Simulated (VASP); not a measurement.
# GaN (I-4m2) in VASP: further runs

The runs below take GaN through single point, with r2SCAN.

Program: VASP 6.6.1. These are calculated values, not measurements. Logs are shortened: lines on timing, memory, paths and dates and some standing lists are left out, and cuts for length are marked.

## Step 1: The cell of the first run

It takes space group I-4m2 (No. 119, tetragonal). Conventional cell: a = 3.059 Å, b = 3.059 Å, c = 4.146 Å, α = 90.00°, β = 90.00°, γ = 90.00°. Within 2.5 Å of Ga (site symmetry -4m2) lie 4 N at 1.85 Å. Within 2.5 Å of N (site symmetry -4m2) lie 4 Ga at 1.85 Å.

## Step 2: Single point, r2SCAN (strain -0.040 along x and y, -0.080 along z)

The input, POSCAR:

```
GaN
1.0
    0.0000000000      2.1633605832      2.0732205589
    2.1633605832      0.0000000000      2.0732205589
    2.1633605832      2.1633605832      0.0000000000
Ga N
1 1
Direct
    0.0000000000      0.0000000000      0.0000000000
    0.7500000000      0.7500000000      0.7500000000
```

The input, INCAR.step1:

```
PREC     = Accurate       # precision mode
ENCUT    = 520            # plane-wave cutoff, eV
ISMEAR   = 0              # smearing method
SIGMA    = 0.05           # smearing width, eV
LREAL    = F              # projectors in reciprocal space
LASPH    = T              # aspherical terms in the spheres
NELM     = 100            # most SCF steps
NBANDS   = 16             # bands
GGA      = PE             # functional
ALGO     = Normal         # electronic algorithm
EDIFF    = 1E-4           # SCF threshold, eV
LWAVE    = T              # write WAVECAR
LCHARG   = F              # write CHGCAR
```

The input, INCAR.step2:

```
PREC     = Accurate       # precision mode
ENCUT    = 520            # plane-wave cutoff, eV
EDIFF    = 1E-7           # SCF threshold, eV
ISMEAR   = 0              # smearing method
SIGMA    = 0.05           # smearing width, eV
LREAL    = F              # projectors in reciprocal space
LASPH    = T              # aspherical terms in the spheres
NELM     = 100            # most SCF steps
ALGO     = Normal         # electronic algorithm
ISIF     = 2              # what is computed and relaxed
LWAVE    = F              # write WAVECAR
LCHARG   = F              # write CHGCAR
METAGGA  = R2SCAN         # meta-GGA
LMIXTAU  = T            
NBANDS   = 16             # bands
ISTART   = 1
```

The input, KPOINTS:

```
regular mesh
0
Gamma
  10 10 10
```

Potentials or basis: VASP PAW PBE potentials, release 64 (Ga_d, N).

Started as:

```bash
$ cat potpaw_PBE.64/Ga_d/POTCAR potpaw_PBE.64/N/POTCAR > POTCAR
$ cp INCAR.step1 INCAR
$ mpirun -np 1 vasp_std > vasp.out
$ cp INCAR.step2 INCAR
$ mpirun -np 1 vasp_std > vasp.out
```

OUTCAR:

```text
PREC = Accurate
   ENCUT = 520
   EDIFF = 1E-7
   ISMEAR = 0
   LREAL = F
   LASPH = T
   NELM = 100
   ISIF = 2
   METAGGA = R2SCAN
   ISTART = 1

 ion  position               nearest neighbor table
   1  0.000  0.000  0.000-   2 1.85   2 1.85   2 1.85   2 1.85
   2  0.750  0.750  0.750-   1 1.85   1 1.85   1 1.85   1 1.85

  LATTYP: Found a body centered tetragonal cell.
 ALAT       =     3.0594538771
 C/A-ratio  =     1.3552879973

  Lattice vectors:

 A1 = (   0.0000000000,  -2.1633605832,  -2.0732205589)
 A2 = (   0.0000000000,   2.1633605832,  -2.0732205589)
 A3 = (   2.1633605832,   0.0000000000,   2.0732205589)

Analysis of symmetry for initial positions (statically):
=====================================================================
 Subroutine PRICEL returns:
 Original cell was already a primitive cell.

 Routine SETGRP: Setting up the symmetry group for a
 body centered tetragonal supercell.

 Subroutine GETGRP returns: Found  8 space group operations
 (whereof  8 operations were pure point group operations)
 out of a pool of 16 trial point group operations.

The static configuration has the point symmetry D_2d.

Analysis of symmetry for dynamics (positions and initial velocities):
=====================================================================
 Subroutine PRICEL returns:
 Original cell was already a primitive cell.

 Routine SETGRP: Setting up the symmetry group for a
 body centered tetragonal supercell.

 Subroutine GETGRP returns: Found  8 space group operations
 (whereof  8 operations were pure point group operations)
 out of a pool of 16 trial point group operations.

The dynamic configuration has the point symmetry D_2d.

 Subroutine INISYM returns: Found  8 space group operations
 (whereof  8 operations are pure point group operations),
 and found     1 'primitive' translations

----------------------------------------------------------------------------------------

                                     Primitive cell

  volume of cell :      19.4059

  direct lattice vectors                    reciprocal lattice vectors
     0.000000000  2.163360583  2.073220559    -0.231121896  0.231121896  0.241170674
     2.163360583  0.000000000  2.073220559     0.231121896 -0.231121896  0.241170674
[... 77 lines left out ...]
   ISTART =      1    job   : 0-new  1-cont  2-samecut
   ICHARG =      0    charge: 1-file 2-atom 10-const
   ISPIN  =      1    spin polarized calculation?
   LNONCOLLINEAR =      F non collinear calculations
   LSORBIT =      F    spin-orbit coupling
   LASPH  =      T    aspherical Exc in radial PAW
   ENCUT  =  520.0 eV  38.22 Ry    6.18 a.u.   5.57  5.57  5.69*2*pi/ulx,y,z
   NELM   =    100;   NELMIN=  2; NELMDL=  0     # of ELM steps
   EDIFF  = 0.1E-06   stopping-criterion for ELM
   LREAL  =      F    real-space projection
   EDIFFG = 0.1E-05   stopping-criterion for IOM
   NSW    =      0    number of steps for IOM
   IBRION =     -1    ionic relax: 0-MD 1-quasi-New 2-CG
   NFREE  =      0    steps in history (QN), initial steepest desc. (CG)
   ISIF   =      2    stress and relaxation
   ISYM   =      2    0-nonsym 1-usesym 2-fastsym
   POTIM  = 0.5000    time-step for ionic-motion
   TEBEG  =    0.0;   TEEND  =   0.0 temperature during run
   PSTRESS=    0.0 pullay stress
   NELECT =      18.0000    total number of electrons
   NUPDOWN=      -1.0000    fix difference up-down
   EMIN   =  10.00;   EMAX   =-10.00  energy-range for DOS
   EFERMI =   0.00;   METHOD = LEGACY
   ISMEAR =     0;   SIGMA  =   0.05  broadening in eV -4-tet -1-fermi 0-gaus
   EFERMI_NEDOS =   21; number of points for ismear=-14 and -15
   IALGO  =     38    algorithm
   IMIX   =      4    mixing-type and parameters
     AMIX     =   0.40;   BMIX     =  1.00
     AMIX_MAG =   1.60;   BMIX_MAG =  1.00
  volume/ion in A,a.u.               =       9.70        65.48
  Fermi-wavevector in a.u.,A,eV,Ry     =   1.596570  3.017079 34.681725  2.549035
  Thomas-Fermi vector in A             =   2.694312
   LORBIT       =      0    0 simple, 1 ext, 2 COOP (PROOUT), +10 PAW based schemes
   METAGGA = R2SCAN    functional components
   LHFCALC =     F    Hartree Fock is set to
   AEXX    =    0.0000 exact exchange contribution
   IVDW    =     0    specifies the selected vdW correction
   LEPSILON=     F    determine dielectric tensor
   LRPA    =     F    only Hartree local field effects (RPA)
 non-spin polarized calculation
 Gauss-broadening in eV      SIGMA  =   0.05
  energy-cutoff  :      520.00
  volume of cell :       19.41
 maximum number of plane-waves:       536
 NGX is ok and might be reduce to    24
   NGX = 11   NGY = 11   NGZ = 11

 number of electron      18.0000003 magnetization

 Free energy of the ion-electron system (eV)
  ---------------------------------------------------
  ext. energy  EPLUGINS =         0.00000000
  ---------------------------------------------------
  free energy    TOTEN  =       -21.45937198 eV

  energy without entropy =      -21.45937198  energy(sigma->0) =      -21.45937198

 E-fermi :   7.4011     XC(G=0): -13.6438

 val. band max:        7.1175637844   @ k =   0.0000   0.0000   0.0000
 cond. band min:      10.2003675529   @ k =   0.0000   0.0000   0.0000
 fundamental gap:      3.0828037685
 Fermi energy:         7.4010687494

 k-point     1 :       0.0000    0.0000    0.0000
  band No.  band energies     occupation
      1     -11.3216      2.00000
      2      -7.1265      2.00000
      3      -7.1265      2.00000
      4      -7.0711      2.00000
      5      -6.5495      2.00000
      6      -6.5328      2.00000
[... 433 lines left out ...]
      3      -6.7445      2.00000
      4      -6.7406      2.00000
      5      -6.4339      2.00000
      6      -5.7398      2.00000
[... 8 lines left out ...]
     15      31.7272      0.00000
     16      32.9593      0.00000

 [... further k-points ...]
[... 5 lines left out ...]
  --------------------------------------------------------------------------------------
  -------------------------------------------------------------------------------------
  Total        5.3504443      5.3504443      5.7885234      0.0000000      0.0000000      0.0000000
  in kB      441.7403847    441.7403847    477.9088247      0.0000000      0.0000000      0.0000000
  external PRESSURE =     453.7965313 kB  Pullay stress =       0.0000000 kB

 VOLUME and BASIS-vectors are now :
 -----------------------------------------------------------------------------
  energy-cutoff  :      520.00
  volume of cell :       19.41
      direct lattice vectors                 reciprocal lattice vectors
     0.000000000  2.163360583  2.073220559    -0.231121896  0.231121896  0.241170674
     2.163360583  0.000000000  2.073220559     0.231121896 -0.231121896  0.241170674
     2.163360583  2.163360583  0.000000000     0.231121896  0.231121896 -0.241170674

 POSITION                                       TOTAL-FORCE (eV/Angst)
 -----------------------------------------------------------------------------------
      0.00000      0.00000      0.00000        -0.000000      0.000000     -0.000000
      3.24504      3.24504      3.10983         0.000000      0.000000      0.000000
 -----------------------------------------------------------------------------------
    total drift:                               -0.000010     -0.000010     -0.000004

  FREE ENERGIE OF THE ION-ELECTRON SYSTEM (eV)
  ---------------------------------------------------
  free  energy   TOTEN  =       -21.4593719842 eV

  energy  without entropy=      -21.4593719842  energy(sigma->0) =      -21.45937198
```

OSZICAR.step1:

```text
N       E                     dE             d eps       ncg     rms          rms(c)
DAV:   1     0.767357982872E+02    0.76736E+02   -0.93682E+03  3792   0.210E+03
DAV:   2    -0.905204798092E+01   -0.85788E+02   -0.80855E+02  3664   0.329E+02
DAV:   3    -0.138724090593E+02   -0.48204E+01   -0.48060E+01  3816   0.668E+01
DAV:   4    -0.139202338618E+02   -0.47825E-01   -0.47820E-01  4136   0.698E+00
DAV:   5    -0.139208485744E+02   -0.61471E-03   -0.61471E-03  3920   0.718E-01    0.840E+00
DAV:   6    -0.115964286007E+02    0.23244E+01   -0.47507E+00  4992   0.460E+01    0.274E+00
DAV:   7    -0.116087947976E+02   -0.12366E-01   -0.44834E-01  3792   0.647E+00    0.188E+00
DAV:   8    -0.116046196469E+02    0.41752E-02   -0.39880E-02  4072   0.389E+00    0.567E-01
DAV:   9    -0.116010238829E+02    0.35958E-02   -0.14140E-02  4776   0.332E+00    0.135E-01
DAV:  10    -0.116011216462E+02   -0.97763E-04   -0.11336E-03  4152   0.492E-01    0.238E-02
DAV:  11    -0.116011279544E+02   -0.63082E-05   -0.91537E-05  2688   0.122E-01
   1 F= -.11601128E+02 E0= -.11601128E+02  d E =-.515972E-11
```

It took 42 s on 1 thread of Intel Xeon 6975P-C (Granite Rapids), shared host; peak memory 0.16 GiB.

What came out:

```
Free energy            : -21.4594 eV
Pressure               : 45.4 GPa
Band gap on the k mesh : 3.08 eV
```

Caveat: the cell differs from its parent crystal (strain -0.040 along x and y, -0.080 along z); the cell stands under pressure; the PAW data sets were made with another functional, which shifts forces and pressure a little.

(Part 1 of 2 ends here.)
